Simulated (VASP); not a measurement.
Write the native input for VASP 6.6.1 that does the following.

* Task: single point
* Functional: r2SCAN
* Dispersion: rVV10
* Potentials or basis: VASP PAW PBE potentials, release 64 (Al, Tl_d, As)
* Cutoff: 550 eV
* k mesh: 6 × 6 × 8
* Occupations: fermi-dirac, width 0.03 eV
* Spin: no spin polarisation
* Dipole correction: no
* Further INCAR settings: ALGO = Normal; EDIFF = 1e-06; NBANDS = 26

Al2TlAs3:

```
CELL_PARAMETERS angstrom
2.71714 -6.07398 0.00000
2.71714 6.07398 0.00000
0.00000 0.00000 4.11251
ATOMIC_POSITIONS crystal
Al 0.63723 0.36277 0.50000
Al 0.36277 0.63723 0.50000
Tl 0.00000 0.00000 0.00000
As 0.16065 0.83935 0.50000
As 0.83935 0.16065 0.50000
As 0.50000 0.50000 0.00000
```

These files were run (other wordings do the same):

POSCAR

```
Al2TlAs3
1.0
    2.7171448542     -6.0739830980      0.0000000000
    2.7171448542      6.0739830980      0.0000000000
    0.0000000000      0.0000000000      4.1125111415
Al Tl As
2 1 3
Direct
    0.6372341736      0.3627658264      0.5000000000
    0.3627658264      0.6372341736      0.5000000000
    0.0000000000      0.0000000000      0.0000000000
    0.1606531336      0.8393468664      0.5000000000
    0.8393468664      0.1606531336      0.5000000000
    0.5000000000      0.5000000000      0.0000000000
```

INCAR.step1

```
SYSTEM = Al2TlAs3
ALGO = Normal ; EDIFF = 1E-5
ENCUT = 550 ; GGA = PE
GGA_COMPAT = .FALSE. ; ISMEAR = -1
LASPH = .TRUE. ; LCHARG = .FALSE.
LREAL = .FALSE. ; LWAVE = .TRUE.
NBANDS = 26 ; NELM = 120
PREC = Accurate ; SIGMA = 0.03
```

INCAR.step2

```
SYSTEM = Al2TlAs3
ALGO = Normal ; BPARAM = 11.95
CPARAM = 0.0093 ; EDIFF = 1E-6
ENCUT = 550 ; GGA_COMPAT = .FALSE.
ISIF = 2 ; ISMEAR = -1
ISTART = 1 ; IVDW_NL = 2
LASPH = .TRUE. ; LCHARG = .FALSE.
LMIXTAU = .TRUE. ; LREAL = .FALSE.
LUSE_VDW = .TRUE. ; LWAVE = .FALSE.
METAGGA = R2SCAN ; NBANDS = 26
NELM = 120 ; PREC = Accurate
SIGMA = 0.03
```

KPOINTS

```
k-points
0
G
  6 6 8
  0 0 0
```

Potentials or basis: VASP PAW PBE potentials, release 64 (Al, Tl_d, As).

Launch:

```sh
$ cat potpaw_PBE.64/Al/POTCAR potpaw_PBE.64/Tl_d/POTCAR potpaw_PBE.64/As/POTCAR > POTCAR
$ cp INCAR.step1 INCAR
$ mpirun -np 1 vasp_std > vasp.out
$ cp INCAR.step2 INCAR
$ mpirun -np 1 vasp_std > vasp.out
```

Results of the run:

```json
{
  "Pressure": "0.1 GPa",
  "Largest force": "0.044 eV/Å",
  "Band gap on the k mesh": "zero (bands 17 and 18 overlap by 1.71 eV)"
}
```

Caveat: the PAW data sets were made with another functional, which shifts forces and pressure a little; spin-orbit coupling is left out, which moves the levels of the heavy elements.

Run time: 16 min on 1 thread of Intel(R) Xeon(R) Platinum 8488C (Sapphire Rapids) (shared host), peak memory 0.81 GiB.
